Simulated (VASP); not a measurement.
Write the native input for VASP 6.6.1 that does the following.

```
Task                   : single point
Functional             : LDA
Potentials or basis    : VASP PAW LDA potentials, release 64 (Mo_sv, H)
Cutoff                 : 400 eV
k mesh                 : 6 × 6 × 1
Occupations            : gaussian, width 0.1 eV
Spin                   : no spin polarisation
Dipole correction      : yes
Further INCAR settings : ALGO = Normal; EDIFF = 1e-06; NBANDS = 53; NELMDL = -8
```

The structure of Mo3H lies in POSCAR:

```
Mo3H
1.0
    4.4001385491      0.0000000000      0.0000000000
   -2.2000692746      3.8106317637      0.0000000000
    0.0000000000      0.0000000000     22.2005753775
Mo H
6 2
Direct
    0.6666666667      0.3333333333      0.1801755104
    0.3333333333      0.6666666667      0.2206327735
    0.0000000000      0.0000000000      0.2610900367
    0.6666666667      0.3333333333      0.2983628716
    0.3333333333      0.6666666667      0.3344863264
    0.0000000000      0.0000000000      0.3693857136
   -0.2469240429      0.0000000000      0.4184835402
    0.2469240429      0.0000000000      0.4184835402
```

One way to write it, as run:

INCAR

```
SYSTEM = Mo3H
ALGO = Normal ; DIPOL = 0.5 0.5 0.313
EDIFF = 1E-6 ; ENCUT = 400
GGA_COMPAT = .FALSE. ; IDIPOL = 3
ISIF = 2 ; ISMEAR = 0
LASPH = .TRUE. ; LCHARG = .FALSE.
LDIPOL = .TRUE. ; LREAL = .FALSE.
LWAVE = .FALSE. ; NBANDS = 53
NELM = 120 ; NELMDL = -8
PREC = Accurate ; SIGMA = 0.1
```

KPOINTS

```
k-points
0
G
  6 6 1
  0 0 0
```

Potentials or basis: VASP PAW LDA potentials, release 64 (Mo_sv, H).

Launch:

```console
$ cat potpaw_LDA.64/Mo_sv/POTCAR potpaw_LDA.64/H/POTCAR > POTCAR
$ mpirun -np 1 vasp_std > vasp.out
```

It gave:

| Property | Result |
| --- | --- |
| Largest force | 4.198 eV/Å |
| Band gap on the k mesh | zero (bands 43 and 44 overlap by 0.50 eV) |

Wall time 14 min on 1 thread of Intel Xeon 8259CL, with other jobs on the host, peak memory 0.36 GiB.
